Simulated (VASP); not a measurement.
# LiMg (Pmma) in VASP: further runs, part 2 of 2

VASP 6.6.1.

## (3) Single point, LDA

This run uses another cell than the first one, of 21.86 Å³/atom.

INCAR

```
PREC = Accurate ; ENCUT = 520
EDIFF = 1E-6 ; ISMEAR = -1
SIGMA = 0.05 ; LREAL = F
LASPH = T ; NELM = 60
ALGO = Normal ; ISIF = 2
LWAVE = F ; LCHARG = F
NBANDS = 13
```

KPOINTS

```
Automatic mesh
0
Gamma
  5 7 5
```

POSCAR

```
LiMg
1.0
    5.0402874810      0.0000000000      0.0000000000
    0.0000000000      3.4270482935      0.0000000000
    0.0000000000      0.0000000000      5.0621717531
Li Mg
2 2
Direct
    0.7500000000      0.0000000000      0.2571200000
    0.2500000000      0.0000000000      0.7428800000
    0.2500000000      0.5000000000      0.2438700000
    0.7500000000      0.5000000000      0.7561300000
```

Potentials or basis: VASP PAW LDA potentials, release 64 (Li_sv, Mg).

Launch:

```sh
$ cat potpaw_LDA.64/Li_sv/POTCAR potpaw_LDA.64/Mg/POTCAR > POTCAR
$ mpirun -np 1 vasp_std > vasp.out
```

OUTCAR:

```text
PREC = Accurate
   ENCUT = 520
   EDIFF = 1E-6
   ISMEAR = -1
   LREAL = F
   LASPH = T
   NELM = 60
   ISIF = 2

 ion  position               nearest neighbor table
   1  0.750  0.000  0.257-   3 3.05   3 3.05   3 3.05   3 3.05   4 3.05   4 3.05   4 3.06   4 3.06

   2  0.250  0.000  0.743-   4 3.05   4 3.05   4 3.05   4 3.05   3 3.05   3 3.05   3 3.06   3 3.06

   3  0.250  0.500  0.244-   1 3.05   1 3.05   1 3.05   1 3.05   2 3.05   2 3.05   2 3.06   2 3.06
                             4 3.53   4 3.53   4 3.62   4 3.62
   4  0.750  0.500  0.756-   2 3.05   2 3.05   2 3.05   2 3.05   1 3.05   1 3.05   1 3.06   1 3.06
                             3 3.53   3 3.53   3 3.62   3 3.62

  LATTYP: Found a simple orthorhombic cell.
 ALAT       =     3.4270482935
 B/A-ratio  =     1.4707372203
 C/A-ratio  =     1.4771229698

  Lattice vectors:

 A1 = (   0.0000000000,  -3.4270482935,   0.0000000000)
 A2 = (   5.0402874810,   0.0000000000,   0.0000000000)
 A3 = (   0.0000000000,   0.0000000000,   5.0621717531)

Analysis of symmetry for initial positions (statically):
=====================================================================
 Subroutine PRICEL returns:
[... 196 lines left out ...]
     11       6.9275      0.00000
     12       7.3281      0.00000
     13      11.0877      0.00000
[... 354 lines left out ...]
  band No.  band energies     occupation
      1     -44.0149      2.00000
      2     -44.0143      2.00000
      3      -0.8922      2.00000
      4       0.1596      2.00000
      5       0.8775      1.99998
      6       1.5237      0.41395
      7       2.8895      0.00000
      8       3.7323      0.00000
      9       4.3868      0.00000
     10       5.4067      0.00000
     11       6.9812      0.00000
     12       7.8764      0.00000
     13       8.2134      0.00000

 [... further k-points ...]

------------------------ aborting loop because EDIFF is reached ----------------------------------------

  FORCE on cell =-STRESS in cart. coord.  units (eV):
  Direction    XX          YY          ZZ          XY          YZ          ZX
  --------------------------------------------------------------------------------------
  -------------------------------------------------------------------------------------
  Total       -1.7283722     -1.7224178     -1.8399069      0.0000000      0.0000000     -0.0000000
  in kB      -31.6690796    -31.5599774    -33.7127371      0.0000000      0.0000000     -0.0000000
  external PRESSURE =     -32.3139314 kB  Pullay stress =       0.0000000 kB

 VOLUME and BASIS-vectors are now :
 -----------------------------------------------------------------------------
  energy-cutoff  :      520.00
  volume of cell :       87.44
      direct lattice vectors                 reciprocal lattice vectors
     5.040287481  0.000000000  0.000000000     0.198401382  0.000000000  0.000000000
     0.000000000  3.427048293  0.000000000     0.000000000  0.291796297  0.000000000
     0.000000000  0.000000000  5.062171753     0.000000000  0.000000000  0.197543673

 POSITION                                       TOTAL-FORCE (eV/Angst)
 -----------------------------------------------------------------------------------
      3.78022      0.00000      1.30159         0.000000      0.000000     -0.014982
      1.26007      0.00000      3.76059        -0.000000      0.000000      0.014982
      1.26007      1.71352      1.23451        -0.000000      0.000000     -0.004353
      3.78022      1.71352      3.82766        -0.000000      0.000000      0.004353
 -----------------------------------------------------------------------------------
    total drift:                               -0.000000     -0.000000     -0.000000

  FREE ENERGIE OF THE ION-ELECTRON SYSTEM (eV)
  ---------------------------------------------------
  free  energy   TOTEN  =        -7.9057375620 eV

  energy  without entropy=       -7.8891443528  energy(sigma->0) =       -7.89744096
```

OSZICAR:

```text
N       E                     dE             d eps       ncg     rms          rms(c)
DAV:   1     0.252325157847E+02    0.25233E+02   -0.40785E+03   936   0.655E+02
DAV:   2    -0.159214754181E+01   -0.26825E+02   -0.26060E+02  1137   0.138E+02
DAV:   3    -0.793438162016E+01   -0.63422E+01   -0.62677E+01  1797   0.325E+01
DAV:   4    -0.802814664533E+01   -0.93765E-01   -0.93728E-01  1140   0.768E+00
DAV:   5    -0.803030581287E+01   -0.21592E-02   -0.21591E-02  1437   0.927E-01    0.129E+00
DAV:   6    -0.795263707601E+01    0.77669E-01   -0.28859E-02  1131   0.546E-01    0.793E-01
DAV:   7    -0.790576723871E+01    0.46870E-01   -0.74094E-02  1161   0.790E-01    0.850E-02
DAV:   8    -0.790576110512E+01    0.61336E-05   -0.21791E-03  1141   0.319E-01    0.327E-02
DAV:   9    -0.790573955321E+01    0.21552E-04   -0.47141E-05  1442   0.453E-02    0.786E-03
DAV:  10    -0.790573766466E+01    0.18886E-05   -0.33891E-06  1170   0.970E-03    0.187E-03
DAV:  11    -0.790573756196E+01    0.10270E-06   -0.44622E-07   648   0.373E-03
   1 F= -.79057376E+01 E0= -.78974410E+01  d E =-.165932E-01
```

stdout:

```text
POSCAR found type information on POSCAR LiMg
 POSCAR found :  2 types and       4 ions
 scaLAPACK will be used
 LDA part: xc-table for (Slater(with rela. corr.)+CA(PZ))
 , standard interpolation
 POSCAR, INCAR and KPOINTS ok, starting setup
 FFT: planning ... GRIDC
 FFT: planning ... GRID_SOFT
 FFT: planning ... GRID
 WAVECAR not read
 entering main loop
```

It took 49 s on 1 thread of Intel Xeon 8259CL, shared host; peak memory 0.18 GiB.

Results:

```yaml
Free_energy: -7.9057 eV
Largest_force: 0.015 eV/Å
Band_gap_on_the_k_mesh: zero (bands 5 and 6 overlap by 2.84 eV)
```

Forces in eV/Å, atoms in the order of the input:
```
Li   0.000  0.000 -0.015
Li   0.000  0.000  0.015
Mg   0.000  0.000 -0.004
Mg   0.000  0.000  0.004
```

Levels at points of the mesh, in eV from the Fermi level:
```tsv
k point	band 3	band 4	band 5	band 6	band 7	band 8
(0.00, 0.00, 0.00)	-5.39	-0.71	-0.68	-0.24	1.89	4.34
```

Caveat: the cutoff is under 1.25 times the usual one of these potentials, so pressure, stress and relaxed cells hold a basis-set (Pulay) error.

## (4) Single point, LDA

This run uses another cell than the first one, of 22.67 Å³/atom.

INCAR

```
SYSTEM = LiMg
  PREC = Accurate
  ENCUT = 520
  EDIFF = 1E-6
  ISMEAR = -1
  SIGMA = 0.05
  LREAL = .FALSE.
  LASPH = .TRUE.
  NELM = 80
  ALGO = Normal
  ISIF = 2
  LWAVE = .FALSE.
  LCHARG = .FALSE.
  GGA = CA
  NBANDS = 13
```

KPOINTS

```
Automatic mesh
0
G
  5 7 5
  0 0 0
```

POSCAR

```
LiMg
1.0
    5.1017604599      0.0000000000      0.0000000000
    0.0000000000      3.4688456847      0.0000000000
    0.0000000000      0.0000000000      5.1239116398
Li Mg
2 2
Direct
    0.7500000000      0.0000000000      0.2571200000
    0.2500000000      0.0000000000      0.7428800000
    0.2500000000      0.5000000000      0.2438700000
    0.7500000000      0.5000000000      0.7561300000
```

Launch:

```sh
$ cat potpaw_LDA.64/Li_sv/POTCAR potpaw_LDA.64/Mg/POTCAR > POTCAR
$ mpirun -np 1 vasp_std > vasp.out
```

It took 53 s on 1 thread of Intel Xeon 8259CL, shared host; peak memory 0.18 GiB.

Results (log left out):

* Free energy: -7.8364 eV
* Largest force: 0.014 eV/Å
* Band gap on the k mesh: zero (bands 5 and 6 overlap by 2.80 eV)

Forces in eV/Å, atoms in the order of the input:
```
Li   0.000  0.000 -0.014
Li   0.000  0.000  0.014
Mg   0.000  0.000 -0.006
Mg   0.000  0.000  0.006
```

Levels at points of the mesh, in eV from the Fermi level:
| k point | band 3 | band 4 | band 5 | band 6 | band 7 | band 8 |
| --- | --- | --- | --- | --- | --- | --- |
| (0.00, 0.00, 0.00) | -5.29 | -0.68 | -0.64 | -0.30 | 1.85 | 4.23 |

Caveat: the cutoff is under 1.25 times the usual one of these potentials, so pressure, stress and relaxed cells hold a basis-set (Pulay) error.

## (5) The runs side by side

```tsv
cell	gap on the mesh (eV)	largest force (eV/Å)
a = 4.977, b = 3.384, c = 4.999 Å, 4 atoms	none	0.02
a = 5.040, b = 3.427, c = 5.062 Å, 4 atoms	none	0.01
a = 5.102, b = 3.469, c = 5.124 Å, 4 atoms	none	0.01
```

Alike in all rows: task single point; level LDA; potentials or basis VASP PAW LDA potentials, release 64 (Li_sv, Mg); no spin polarisation; k mesh 5 × 7 × 5; cutoff (eV) 520; smearing fermi-dirac 0.05 eV.

Caveats: the cutoff is under 1.25 times the usual one of these potentials, so pressure, stress and relaxed cells hold a basis-set (Pulay) error.

Total energies depend on the potentials used, so only differences within one code and one set of settings carry meaning.
